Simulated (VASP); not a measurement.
# TaN (P-6m2) in VASP: notebook, part 2 of 2

VASP 6.6.1.

## (3) Single point, r2SCAN

This run uses another cell than the first one, of 10.77 Å³/atom.

Contents of POSCAR:

```
TaN
1.0
    2.9361283742      0.0000000000      0.0000000000
   -1.4680641871      2.5427617608      0.0000000000
    0.0000000000      0.0000000000      2.8846582498
Ta N
1 1
Direct
    0.3333333333      0.6666666667      0.5000000000
    0.0000000000      0.0000000000      0.0000000000
```

Contents of INCAR.step1:

```
SYSTEM = TaN
  PREC = Accurate
  ENCUT = 770
  ISMEAR = -1
  SIGMA = 0.1
  LREAL = .False.
  LASPH = .True.
  NELM = 120
  NBANDS = 16
  GGA = PE
  ALGO = Normal
  EDIFF = 1E-5
  LWAVE = .True.
  LCHARG = .False.
  GGA_COMPAT = .False.
```

Contents of INCAR.step2:

```
SYSTEM = TaN
  PREC = Accurate
  ENCUT = 770
  EDIFF = 1E-6
  ISMEAR = -1
  SIGMA = 0.1
  LREAL = .False.
  LASPH = .True.
  NELM = 120
  ALGO = Normal
  ISIF = 2
  LWAVE = .False.
  LCHARG = .False.
  METAGGA = R2SCAN
  LMIXTAU = .True.
  NBANDS = 16
  ISTART = 1
  GGA_COMPAT = .False.
```

Contents of KPOINTS:

```
Automatic mesh
0
Gamma
  13 13 12
  0 0 0
```

Potentials or basis: VASP PAW PBE potentials, release 64 (Ta_sv_GW, N).

Launch:

```console
$ cat potpaw_PBE.64/Ta_sv_GW/POTCAR potpaw_PBE.64/N/POTCAR > POTCAR
$ cp INCAR.step1 INCAR
$ mpirun -np 1 vasp_std > vasp.out
$ cp INCAR.step2 INCAR
$ mpirun -np 1 vasp_std > vasp.out
```

OUTCAR:

```text
SYSTEM = TaN
   PREC = Accurate
   ENCUT = 770
   EDIFF = 1E-6
   ISMEAR = -1
   LREAL = .False.
   LASPH = .True.
   NELM = 120
   ISIF = 2
   METAGGA = R2SCAN
   ISTART = 1

 ion  position               nearest neighbor table
   1  0.333  0.667  0.500-   2 2.23   2 2.23   2 2.23   2 2.23   2 2.23   2 2.23
   2  0.000  0.000  0.000-   1 2.23   1 2.23   1 2.23   1 2.23   1 2.23   1 2.23

  LATTYP: Found a hexagonal cell.
 ALAT       =     2.9361283742
 C/A-ratio  =     0.9824700702

  Lattice vectors:

 A1 = (   2.9361283742,   0.0000000000,   0.0000000000)
 A2 = (  -1.4680641871,   2.5427617608,   0.0000000000)
 A3 = (   0.0000000000,   0.0000000000,   2.8846582498)

Analysis of symmetry for initial positions (statically):
=====================================================================
 Subroutine PRICEL returns:
 Original cell was already a primitive cell.

 Routine SETGRP: Setting up the symmetry group for a
 hexagonal supercell.

 Subroutine GETGRP returns: Found 12 space group operations
 (whereof 12 operations were pure point group operations)
 out of a pool of 24 trial point group operations.

The static configuration has the point symmetry D_3h.

Analysis of symmetry for dynamics (positions and initial velocities):
=====================================================================
 Subroutine PRICEL returns:
 Original cell was already a primitive cell.

 Routine SETGRP: Setting up the symmetry group for a
 hexagonal supercell.

 Subroutine GETGRP returns: Found 12 space group operations
 (whereof 12 operations were pure point group operations)
 out of a pool of 24 trial point group operations.

The dynamic configuration has the point symmetry D_3h.

 Subroutine INISYM returns: Found 12 space group operations
 (whereof 12 operations are pure point group operations),
 and found     1 'primitive' translations

----------------------------------------------------------------------------------------

                                     Primitive cell

  volume of cell :      21.5365

  direct lattice vectors                    reciprocal lattice vectors
     2.936128374  0.000000000  0.000000000     0.340584563  0.196636589  0.000000000
    -1.468064187  2.542761761  0.000000000     0.000000000  0.393273179  0.000000000
     0.000000000  0.000000000  2.884658250     0.000000000  0.000000000  0.346661515

  length of vectors
     2.936128374  2.936128374  2.884658250     0.393273179  0.393273179  0.346661515

  position of ions in fractional coordinates (direct lattice)
     0.333333333  0.666666667  0.500000000
     0.000000000  0.000000000  0.000000000

  ion indices of the primitive-cell ions
   primitive index   ion index
                 1           1
                 2           2

----------------------------------------------------------------------------------------

 KPOINTS: Automatic mesh

Automatic generation of k-mesh.
 Grid dimensions read from file:
 generate k-points for:   13   13   12

 Generating k-lattice:

  Cartesian coordinates                     Fractional coordinates (reciprocal lattice)
     0.026198813  0.015125891  0.000000000     0.076923077  0.000000000  0.000000000
     0.000000000  0.030251783  0.000000000     0.000000000  0.076923077  0.000000000
     0.000000000  0.000000000  0.028888460     0.000000000  0.000000000  0.083333333

  Length of vectors
     0.030251783  0.030251783  0.028888460

  Shift w.r.t. Gamma in fractional coordinates (k-lattice)
     0.000000000  0.000000000  0.000000000

 Subroutine IBZKPT returns following result:
 ===========================================

 Found    147 irreducible k-points:

 Following reciprocal coordinates:
            Coordinates               Weight
  0.000000  0.000000  0.000000      1.000000
  0.076923  0.000000  0.000000      6.000000
  0.153846  0.000000  0.000000      6.000000
  0.230769  0.000000  0.000000      6.000000
  0.307692  0.000000  0.000000      6.000000
  0.384615  0.000000  0.000000      6.000000
[... 16 lines left out ...]
  0.076923  0.000000  0.083333     12.000000
  0.153846  0.000000  0.083333     12.000000
 [... further k-points ...]
   k-points           NKPTS =    147   k-points in BZ     NKDIM =    147   number of bands    NBANDS=     16
   number of dos      NEDOS =    301   number of ions     NIONS =      2
   total plane-waves  NPLWV =  21952
   dimension x,y,z NGX =    28 NGY =   28 NGZ =   28
   dimension x,y,z NGXF=    56 NGYF=   56 NGZF=   56
   ions per type =               1   1
   NGX,Y,Z   is equivalent  to a cutoff of  15.85, 15.85, 16.14 a.u.
   NGXF,Y,Z  is equivalent  to a cutoff of  31.71, 31.71, 32.27 a.u.
 SYSTEM =  TaN
   PREC   = accura    normal or accurate (medium, high low for compatibility)
   ISTART =      1    job   : 0-new  1-cont  2-samecut
   ICHARG =      0    charge: 1-file 2-atom 10-const
   ISPIN  =      1    spin polarized calculation?
   LNONCOLLINEAR =      F non collinear calculations
   LSORBIT =      F    spin-orbit coupling
   LASPH  =      T    aspherical Exc in radial PAW
   ENCUT  =  770.0 eV  56.59 Ry    7.52 a.u.   6.64  6.64  6.53*2*pi/ulx,y,z
   NELM   =    120;   NELMIN=  2; NELMDL=  0     # of ELM steps
   EDIFF  = 0.1E-05   stopping-criterion for ELM
   LREAL  =      F    real-space projection
   EDIFFG = 0.1E-04   stopping-criterion for IOM
   NSW    =      0    number of steps for IOM
   IBRION =     -1    ionic relax: 0-MD 1-quasi-New 2-CG
   NFREE  =      0    steps in history (QN), initial steepest desc. (CG)
   ISIF   =      2    stress and relaxation
   ISYM   =      2    0-nonsym 1-usesym 2-fastsym
   POTIM  = 0.5000    time-step for ionic-motion
   TEBEG  =    0.0;   TEEND  =   0.0 temperature during run
   PSTRESS=    0.0 pullay stress
   NELECT =      18.0000    total number of electrons
   NUPDOWN=      -1.0000    fix difference up-down
   EMIN   =  10.00;   EMAX   =-10.00  energy-range for DOS
   EFERMI =   0.00;   METHOD = LEGACY
   ISMEAR =    -1;   SIGMA  =   0.10  broadening in eV -4-tet -1-fermi 0-gaus
   EFERMI_NEDOS =   21; number of points for ismear=-14 and -15
   IALGO  =     38    algorithm
   IMIX   =      4    mixing-type and parameters
     AMIX     =   0.40;   BMIX     =  1.00
     AMIX_MAG =   1.60;   BMIX_MAG =  1.00
  volume/ion in A,a.u.               =      10.77        72.67
  Fermi-wavevector in a.u.,A,eV,Ry     =   1.542081  2.914111 32.354860  2.378015
  Thomas-Fermi vector in A             =   2.647936
   LORBIT       =      0    0 simple, 1 ext, 2 COOP (PROOUT), +10 PAW based schemes
   METAGGA = R2SCAN    functional components
   LHFCALC =     F    Hartree Fock is set to
   AEXX    =    0.0000 exact exchange contribution
   IVDW    =     0    specifies the selected vdW correction
   LEPSILON=     F    determine dielectric tensor
   LRPA    =     F    only Hartree local field effects (RPA)
 non-spin polarized calculation
  energy-cutoff  :      770.00
  volume of cell :       21.54
 maximum number of plane-waves:      1070
 NGX is ok and might be reduce to    28
   NGX = 13   NGY = 13   NGZ = 13

 number of electron      17.9999998 magnetization

 Free energy of the ion-electron system (eV)
  ---------------------------------------------------
  ext. energy  EPLUGINS =         0.00000000
  ---------------------------------------------------
  free energy    TOTEN  =       -62.95781815 eV

  energy without entropy =      -62.95581933  energy(sigma->0) =      -62.95681874

 E-fermi :  12.4168     XC(G=0): -14.6492

 val. band max:       12.3460301031   @ k =   0.0000   0.0000   0.5000
 cond. band min:      12.4190725649   @ k =   0.0000   0.0000   0.4167
 fundamental gap:      0.0730424618
 Fermi energy:        12.4167691038

 k-point     1 :       0.0000    0.0000    0.0000
  band No.  band energies     occupation
      1     -58.1709      2.00000
      2     -23.7197      2.00000
      3     -23.4572      2.00000
      4     -23.4572      2.00000
      5      -6.3729      2.00000
      6       7.6049      2.00000
[... 8 lines left out ...]
     15      26.1850      0.00000
     16      29.4111      0.00000
[... 419 lines left out ...]
 k-point    24 :       0.1538    0.0000    0.0833
  band No.  band energies     occupation
      1     -58.1499      2.00000
      2     -23.7582      2.00000
      3     -23.6930      2.00000
      4     -23.5045      2.00000
      5      -5.7885      2.00000
      6       6.4859      2.00000
[... 8 lines left out ...]
     15      26.0814      0.00000
     16      30.2164      0.00000

 [... further k-points ...]

------------------------ aborting loop because EDIFF is reached ----------------------------------------

  FORCE on cell =-STRESS in cart. coord.  units (eV):
  Direction    XX          YY          ZZ          XY          YZ          ZX
  --------------------------------------------------------------------------------------
  -------------------------------------------------------------------------------------
  Total       -0.0100823     -0.0100823      0.0092726      0.0000000     -0.0000000      0.0000000
  in kB       -0.7500552     -0.7500552      0.6898254      0.0000000     -0.0000000      0.0000000
  external PRESSURE =      -0.2700950 kB  Pullay stress =       0.0000000 kB

 VOLUME and BASIS-vectors are now :
 -----------------------------------------------------------------------------
  energy-cutoff  :      770.00
  volume of cell :       21.54
      direct lattice vectors                 reciprocal lattice vectors
     2.936128374  0.000000000  0.000000000     0.340584563  0.196636589  0.000000000
    -1.468064187  2.542761761  0.000000000     0.000000000  0.393273179  0.000000000
     0.000000000  0.000000000  2.884658250     0.000000000  0.000000000  0.346661515

 POSITION                                       TOTAL-FORCE (eV/Angst)
 -----------------------------------------------------------------------------------
     -0.00000      1.69517      1.44233        -0.000000      0.000000      0.000000
      0.00000      0.00000      0.00000         0.000000     -0.000000      0.000000
 -----------------------------------------------------------------------------------
    total drift:                                0.000000     -0.000000     -0.000000

  FREE ENERGIE OF THE ION-ELECTRON SYSTEM (eV)
  ---------------------------------------------------
  free  energy   TOTEN  =       -62.9578181533 eV

  energy  without entropy=      -62.9558193260  energy(sigma->0) =      -62.95681874
```

It took 3.4 min on 1 thread of Intel Xeon 6975P-C (Granite Rapids), shared host; peak memory 0.25 GiB.

Results:

```
Free energy            : -62.9578 eV
Pressure               : 0.0 GPa
Band gap on the k mesh : zero (bands 9 and 10 overlap by 0.37 eV)
```

Stress tensor (GPa, compression positive):
```
-0.08  0.00  0.00
 0.00 -0.08  0.00
 0.00  0.00  0.07
```

Levels at points of the mesh, in eV from the Fermi level:
| k point | band 6 | band 7 | band 8 | band 9 | band 10 | band 11 | band 12 | band 13 |
| --- | --- | --- | --- | --- | --- | --- | --- | --- |
| (0.00, 0.00, 0.00) | -4.81 | -4.81 | -4.38 | -3.16 | 2.48 | 3.74 | 3.74 | 4.25 |
| (0.00, 0.00, 0.50) | -9.72 | -3.95 | -3.95 | -0.07 | -0.07 | 2.35 | 3.62 | 3.62 |

Caveat: the PAW data sets were made with another functional, which shifts forces and pressure a little; spin-orbit coupling is left out, which moves the levels of the heavy elements.

## (4) Single point, BLYP+D3(BJ)

This run uses another cell than the first one, of 10.75 Å³/atom.

Contents of INCAR:

```
SYSTEM = TaN
PREC     = Accurate       ! precision mode
ENCUT    = 700            ! plane-wave cutoff, eV
EDIFF    = 1E-6           ! SCF threshold, eV
ISMEAR   = -1             ! smearing method
SIGMA    = 0.1            ! smearing width, eV
LREAL    = .FALSE.        ! projectors in reciprocal space
LASPH    = .TRUE.         ! aspherical terms in the spheres
NELM     = 120            ! most SCF steps
ALGO     = Normal         ! electronic algorithm
ISIF     = 2              ! what is computed and relaxed
LWAVE    = .FALSE.        ! write WAVECAR
LCHARG   = .FALSE.        ! write CHGCAR
GGA      = B5             ! functional
ALDAX    = 1.0          
AGGAX    = 1.0          
AGGAC    = 1.0          
ALDAC    = 0.0          
IVDW     = 12             ! dispersion correction
VDW_S6   = 1.0          
VDW_S8   = 2.6996       
VDW_A1   = 0.4298       
VDW_A2   = 4.2359       
NBANDS   = 16             ! bands
GGA_COMPAT= .FALSE.
```

Contents of KPOINTS:

```
Automatic mesh
0
G
  13 13 12
  0 0 0
```

Contents of POSCAR:

```
TaN
1.0
    2.9310405592      0.0000000000      0.0000000000
   -1.4655202796      2.5383555838      0.0000000000
    0.0000000000      0.0000000000      2.8893376349
Ta N
1 1
Direct
    0.3333333333      0.6666666667      0.5000000000
    0.0000000000      0.0000000000      0.0000000000
```

Potentials or basis: VASP PAW PBE potentials, release 64 (Ta_sv_GW, N).

Launch:

```console
$ cat potpaw_PBE.64/Ta_sv_GW/POTCAR potpaw_PBE.64/N/POTCAR > POTCAR
$ mpirun -np 1 vasp_std > vasp.out
```

OUTCAR:

```text
SYSTEM = TaN
   PREC = Accurate
   ENCUT = 700
   EDIFF = 1E-6
   ISMEAR = -1
   LREAL = .FALSE.
   LASPH = .TRUE.
   NELM = 120
   ISIF = 2
   GGA = B5
   IVDW = 12
 IVDW          = 12

 ion  position               nearest neighbor table
   1  0.333  0.667  0.500-   2 2.23   2 2.23   2 2.23   2 2.23   2 2.23   2 2.23
   2  0.000  0.000  0.000-   1 2.23   1 2.23   1 2.23   1 2.23   1 2.23   1 2.23

  LATTYP: Found a hexagonal cell.
 ALAT       =     2.9310405592
 C/A-ratio  =     0.9857719730

  Lattice vectors:

 A1 = (   2.9310405592,   0.0000000000,   0.0000000000)
 A2 = (  -1.4655202796,   2.5383555838,   0.0000000000)
 A3 = (   0.0000000000,   0.0000000000,   2.8893376349)

Analysis of symmetry for initial positions (statically):
=====================================================================
 Subroutine PRICEL returns:
 Original cell was already a primitive cell.

 Routine SETGRP: Setting up the symmetry group for a
 hexagonal supercell.

 Subroutine GETGRP returns: Found 12 space group operations
 (whereof 12 operations were pure point group operations)
 out of a pool of 24 trial point group operations.

The static configuration has the point symmetry D_3h.

[... 162 lines left out ...]
 val. band max:       12.9355227393   @ k =   0.0000   0.0000   0.4167
 cond. band min:      13.0800820927   @ k =   0.0769   0.0000   0.5000
 fundamental gap:      0.1445593535
 Fermi energy:        12.9721445185

 k-point     1 :       0.0000    0.0000    0.0000
  band No.  band energies     occupation
      1     -55.3141      2.00000
      2     -21.8170      2.00000
      3     -21.5445      2.00000
      4     -21.5445      2.00000
      5      -4.6452      2.00000
      6       8.4545      2.00000
[... 433 lines left out ...]
      3     -21.7766      2.00000
      4     -21.5914      2.00000
      5      -4.0716      2.00000
      6       7.3977      2.00000
[... 8 lines left out ...]
     15      26.2484      0.00000
     16      30.2668      0.00000

 [... further k-points ...]

------------------------ aborting loop because EDIFF is reached ----------------------------------------

 Edisp (eV)   -2.17690

 E8    (eV) :    -1.6407

  FORCE on cell =-STRESS in cart. coord.  units (eV):
  Direction    XX          YY          ZZ          XY          YZ          ZX
  --------------------------------------------------------------------------------------
  -------------------------------------------------------------------------------------
  Total       0.11506     0.11506     0.12757    -0.00000     0.00000     0.00000
  in kB       8.57557     8.57557     9.50799    -0.00000     0.00000     0.00000
  external pressure =        8.89 kB  Pullay stress =        0.00 kB

 VOLUME and BASIS-vectors are now :
 -----------------------------------------------------------------------------
  energy-cutoff  :      700.00
  volume of cell :       21.50
      direct lattice vectors                 reciprocal lattice vectors
     2.931040559  0.000000000  0.000000000     0.341175763  0.196977919  0.000000000
    -1.465520280  2.538355584  0.000000000     0.000000000  0.393955838  0.000000000
     0.000000000  0.000000000  2.889337635     0.000000000  0.000000000  0.346100085

 POSITION                                       TOTAL-FORCE (eV/Angst)
 -----------------------------------------------------------------------------------
     -0.00000      1.69224      1.44467        -0.000000      0.000000      0.000000
      0.00000      0.00000      0.00000         0.000000      0.000000      0.000000
 -----------------------------------------------------------------------------------
    total drift:                                0.000000     -0.000000     -0.000000

  FREE ENERGIE OF THE ION-ELECTRON SYSTEM (eV)
  ---------------------------------------------------
  free  energy   TOTEN  =       -25.1218824903 eV

  energy  without entropy=      -25.1187937836  energy(sigma->0) =      -25.12033814
```

It took 83 s on 1 thread of Intel Xeon Platinum 8259CL at 2.50GHz (Skylake/Cascade Lake), shared host; peak memory 0.24 GiB.

What came out:

- Free energy: -25.1219 eV
- Pressure: 0.9 GPa
- Band gap on the k mesh: zero (bands 9 and 10 overlap by 0.33 eV)
- Dispersion energy per atom: -1.088 eV

Stress tensor (GPa, compression positive):
```
0.86 0.00 0.00
0.00 0.86 0.00
0.00 0.00 0.95
```

Caveat: the dispersion term is far too large for a dense solid, which distorts pressure and volume; the PAW data sets were made with another functional, which shifts forces and pressure a little; spin-orbit coupling is left out, which moves the levels of the heavy elements.

## (5) Summary

```tsv
level	cell	cutoff (eV)	gap on the mesh (eV)	pressure (GPa)
PBEsol+D3(BJ)	a = 2.904, b = 2.904, c = 2.854 Å, angles 90.0, 90.0, 120.0°, 2 atoms	700	none	0.0
r2SCAN	a = 2.936, b = 2.936, c = 2.885 Å, angles 90.0, 90.0, 120.0°, 2 atoms	770	none	0.0
BLYP+D3(BJ)	a = 2.931, b = 2.931, c = 2.889 Å, angles 90.0, 90.0, 120.0°, 2 atoms	700	none	0.9
```

Alike in all rows: task single point; potentials or basis VASP PAW PBE potentials, release 64 (Ta_sv_GW, N); no spin polarisation; k mesh 13 × 13 × 12; smearing fermi-dirac 0.1 eV.

Caveats: the PAW data sets were made with another functional, which shifts forces and pressure a little; spin-orbit coupling is left out, which moves the levels of the heavy elements; the dispersion term is far too large for a dense solid, which distorts pressure and volume (at least some runs).

Absolute energies hang on the potentials; compare differences alone.

The gap in the log of VASP goes by the Fermi energy; the results here count the filled bands.